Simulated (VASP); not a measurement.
Runs of VASP 6.6.1 on Si3O2. The structure is that of space group P4mm (No. 99), or close to it. The cells are those of the table. 

```csv
task,spin,cell,k mesh,cutoff (eV),gap on the mesh (eV),pressure (GPa),moment (μB),largest force (eV/Å)
single point,"collinear, ferromagnetic start","a = 3.367, b = 3.367, c = 5.496 Å, 5 atoms",6 × 6 × 4,520,none,0.2,0.00,0.05
single point,off,"a = 3.368, b = 3.368, c = 5.478 Å, 5 atoms",12 × 12 × 8,520,none,(a),-,0.04
relaxation of cell and atoms,off,"relaxed from a = 4.501, b = 4.501, c = 3.336 Å, 5 atoms",4 × 4 × 6,600,none,0.2,-,0.04
single point,off,"a = 4.501, b = 4.501, c = 3.336 Å, 5 atoms",4 × 4 × 6,520,none,53.5,-,0.33
single point,"collinear, ferromagnetic start","a = 4.501, b = 4.501, c = 3.336 Å, 5 atoms",4 × 4 × 6,520,none,53.5,0.00,0.33
```

Alike in all rows: level PBE; potentials or basis VASP PAW PBE potentials, release 64 (Si, O); smearing gaussian 0.1 eV.

**Question.** Estimate the missing entries.

**Answer.** (a) 0.0.

A gap of «none» marks levels without a gap at the run's occupations.
